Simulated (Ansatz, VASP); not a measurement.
Cu in VASP and in Ansatz

File INCAR:

```
SYSTEM = Cu
ALGO = Fast ; EDIFF = 1E-7
ENCUT = 520 ; GGA = CA
ISIF = 2 ; ISMEAR = 0
LASPH = .True. ; LCHARG = .False.
LREAL = .False. ; LWAVE = .False.
NBANDS = 12 ; NELM = 80
PREC = Accurate ; SIGMA = 0.15
```

The input KPOINTS:

```
k-points
0
Gamma
  22 22 22
  0 0 0
```

Contents of POSCAR:

```
Cu
1.0
    0.0000000000      1.8075000000      1.8617250000
    1.8075000000      0.0000000000      1.8617250000
    1.8075000000      1.8075000000      0.0000000000
Cu
1
Direct
    0.0000000000      0.0000000000      0.0000000000
```

Input for Ansatz:

```yaml
crystal:
  lattice:
    - [0.0, 1.8075, 1.861725]
    - [1.8075, 0.0, 1.861725]
    - [1.8075, 1.8075, 0.0]
  atoms:
    - { symbol: Cu, position: [0.0, 0.0, 0.0] }
basis:
  ecutwfc: 420
kpoints:
  mp_grid: { grid: [22, 22, 22] }
hamiltonian:
  xc: lda
scf:
  occupations: { method: gaussian, width: 0.15 }
output:
  forces: true
  stress: true
  eigenvalues: true
```

Change from the starting cell: strain +0.000 along x and y, +0.030 along z, atoms carried along.

Alike in both runs: task single point; functional LDA; k mesh 22 × 22 × 22; occupations gaussian, width 0.15 eV; no spin polarisation.

|  | VASP | Ansatz |
| --- | --- | --- |
| version | VASP 6.6.1 | Ansatz 0.2.0 |
| potentials or method | VASP PAW LDA potentials, release 64 (Cu), cutoff 520 eV | scalar-relativistic, plane waves, PAW |
| valence electrons in the cell | 11 | 19 |

VASP gave:

```
gap on the k mesh at the Fermi level (eV)                     : none
pressure (GPa)                                                : -15.1
traceless stress, the component that is largest in VASP (GPa) : -1.11
```

What did Ansatz give for the same quantities?

gap on the k mesh at the Fermi level (eV): none; pressure (GPa): -15.8; traceless stress, the component that is largest in VASP (GPa): -1.11.

LDA's correlation is that of Perdew and Zunger in VASP and of Perdew and Wang (1992) in Ansatz. A gap of «none» marks a metal or a gap that the smearing closes. VASP's potentials hold 11 valence electrons a cell and Ansatz's 19, so a difference there can come from the potentials and not from the codes.
